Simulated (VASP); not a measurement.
C: single point with LDA

Crystal: C.

```
C
1.0
    -2.41040    2.41040    2.37424
     2.41040   -2.41040    2.37424
     2.41040    2.41040   -2.37424
C
8
Direct
  0.32547 0.00000 0.00000
  0.67453 0.67453 0.67453
  0.00000 0.32547 0.00000
  0.00000 0.00000 0.32547
  0.00000 0.67453 0.00000
  0.32547 0.32547 0.32547
  0.67453 0.00000 0.00000
  0.00000 0.00000 0.67453
```

This cell differs from its parent crystal: strain +0.000 along x and y, -0.015 along z.

- Program: VASP 6.6.1
- Task: single point
- Functional: LDA
- Potentials or basis: VASP PAW LDA potentials, release 64 (C)
- Cutoff: 520 eV
- k mesh: 8 × 8 × 8
- Occupations: gaussian, width 0.05 eV
- Spin: no spin polarisation

The pressure is 6.5 GPa. The largest force is 0.366 eV/Å and the band gap on the k mesh is 2.91 eV, indirect (least direct gap 3.69 eV).

Forces on the atoms (eV/Å):
```
C    0.054 -0.054  0.358
C    0.054  0.054 -0.358
C   -0.054  0.054  0.358
C   -0.054 -0.054 -0.358
C    0.054 -0.054 -0.358
C   -0.054 -0.054  0.358
C   -0.054  0.054 -0.358
C    0.054  0.054  0.358
```

Stress tensor (GPa, compression positive):
```
 3.32  0.00  0.00
 0.00  3.32  0.00
 0.00  0.00 12.90
```

Levels at points of the mesh, in eV from the valence-band top:
```csv
k point,band 13,band 14,band 15,band 16,band 17,band 18,band 19,band 20
"(0.00, 0.00, 0.00)",-5.54,-0.60,-0.39,-0.39,3.80,3.80,4.44,7.73
"(0.50, 0.00, 0.00)",-3.32,-3.25,-2.48,-2.35,3.80,5.26,5.78,6.20
"(0.50, 0.50, 0.00)",-3.43,-3.16,-2.65,-2.27,3.71,5.62,5.81,6.68
"(0.50, 0.50, 0.50)",-6.17,-0.20,-0.20,0.00,3.69,5.58,5.92,5.92
```

It took 56 s on 1 thread of Intel(R) Xeon(R) 6975P-C (Granite Rapids) (shared host), peak memory 0.17 GiB.

Caveat: the cell differs from its parent crystal (strain +0.000 along x and y, -0.015 along z). A k mesh can miss the band edges.
